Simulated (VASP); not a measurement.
A run of VASP 6.6.1 is set up as follows.

File INCAR:

```
ALGO     = Normal         # electronic algorithm
EDIFF    = 1E-6           # SCF threshold, eV
EDIFFG   = -0.001         # ionic threshold
ENCUT    = 600            # plane-wave cutoff, eV
GGA      = PS             # functional
IBRION   = 2              # ionic algorithm
ISIF     = 3              # what is computed and relaxed
ISMEAR   = -1             # smearing method
LASPH    = True           # aspherical terms in the spheres
LCHARG   = False          # write CHGCAR
LREAL    = False          # projectors in reciprocal space
LWAVE    = False          # write WAVECAR
NELM     = 80             # most SCF steps
NSW      = 80             # ionic steps
PREC     = Accurate       # precision mode
SIGMA    = 0.15           # smearing width, eV
```

The input KPOINTS:

```
k-points
0
Gamma
  12 12 8
```

The input POSCAR:

```
PtSe2
1.0
    3.7607248976      0.0000000000      0.0000000000
   -1.8803624488      3.2568832980      0.0000000000
    0.0000000000      0.0000000000      4.8633103208
Pt Se
1 2
Direct
    0.0000000000      0.0000000000      0.0000000000
    0.3333333333      0.6666666667      0.2606754617
    0.6666666667      0.3333333333      0.7393245383
```

Potentials or basis: VASP PAW PBE potentials, release 64 (Pt, Se).

Run with:

```console
$ cat potpaw_PBE.64/Pt/POTCAR potpaw_PBE.64/Se/POTCAR > POTCAR
$ mpirun -np 1 vasp_std > vasp.out
```

Task: Predict the relaxed cell.

Result: a = 3.762 Å, b = 3.762 Å, c = 4.856 Å, α = 90.00°, β = 90.00°, γ = 120.00°.

Task: What does it give for the space group after relaxing (to 0.1 Å)?

Result: P-3m1 (No. 164).

Final structure:
```cif
data_structure
_symmetry_space_group_name_H-M 'P 1'
_symmetry_Int_Tables_number 1
_cell_length_a 3.7619
_cell_length_b 3.7619
_cell_length_c 4.8557
_cell_angle_alpha 90.000
_cell_angle_beta 90.000
_cell_angle_gamma 120.000
_cell_volume 59.51
loop_
_atom_site_label
_atom_site_type_symbol
_atom_site_fract_x
_atom_site_fract_y
_atom_site_fract_z
_atom_site_occupancy
Pt1 Pt 0.00000 0.00000 0.00000 1
Se1 Se 0.33333 0.66667 0.26145 1
Se2 Se 0.66667 0.33333 0.73855 1
```
